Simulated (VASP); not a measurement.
# Si3H2C4: single point with LDA

System: Si3H2C4, a slab with vacuum.

```
CELL_PARAMETERS angstrom
6.12231 0.00000 0.00000
0.00000 3.06116 0.00000
0.00000 0.00000 19.99610
ATOMIC_POSITIONS crystal
C 0.50000 0.50000 0.23267
C 0.00000 0.50000 0.23267
C 0.75000 0.00000 0.34092
C 0.25000 0.00000 0.34092
C 0.99165 0.50000 0.46263
C 0.50484 0.50000 0.44519
C 0.38629 0.00000 0.54598
C 0.60194 0.00000 0.56683
Si 0.25000 0.50000 0.28679
Si 0.75000 0.50000 0.28679
Si 0.50193 0.00000 0.39368
Si 0.99534 0.00000 0.40137
Si 0.71398 0.50000 0.51572
Si 0.26917 0.50000 0.50494
H 0.50000 0.22367 0.19876
H 0.50000 0.77633 0.19876
H 0.00000 0.77598 0.19864
H 0.00000 0.22402 0.19864
```

```
Program             : VASP 6.6.1
Task                : single point
Functional          : LDA
Potentials or basis : VASP PAW LDA potentials, release 64 (C, Si, H)
Cutoff              : 520 eV
k mesh              : 4 × 8 × 1
Occupations         : gaussian, width 0.05 eV
Spin                : no spin polarisation
```

The largest force is 3.076 eV/Å and the band gap on the k mesh is zero (bands 30 and 31 overlap by 0.68 eV).

Forces on the atoms (eV/Å):
```
C    0.004  0.000  0.795
C   -0.002  0.000  0.616
C    0.719  0.000  0.276
C   -0.724  0.000  0.766
C   -0.006  0.000  0.016
C    0.004  0.000 -0.010
C   -0.066  0.000  1.675
C    0.066  0.000 -3.075
Si  -0.428  0.000 -0.449
Si   0.427  0.000 -0.495
Si   0.001  0.000  0.001
Si  -0.003  0.000  0.001
Si   0.020  0.000 -0.007
Si  -0.016  0.000  0.006
H    0.000 -0.037 -0.032
H    0.000  0.037 -0.032
H    0.002  0.035 -0.026
H    0.002 -0.035 -0.026
```

Levels at points of the mesh, in eV from the Fermi level:
```
           k point  band 27  band 28  band 29  band 30  band 31  band 32  band 33  band 34
(0.00, 0.00, 0.00)    -2.01    -1.93    -1.56     0.12     0.52     0.96     2.41     2.67
(0.50, 0.00, 0.00)    -2.06    -1.98    -1.84     0.28     0.48     2.24     2.57     2.80
(0.00, 0.50, 0.00)    -2.71    -2.22    -2.18    -1.87    -0.40     1.15     2.20     2.82
(0.50, 0.50, 0.00)    -3.68    -3.44    -2.83    -2.60     0.36     1.92     2.28     2.66
```

It took 20 min on 1 thread of AMD EPYC 7R43 64-Core Processor (Zen 3), with other jobs on the host, peak memory 0.39 GiB.
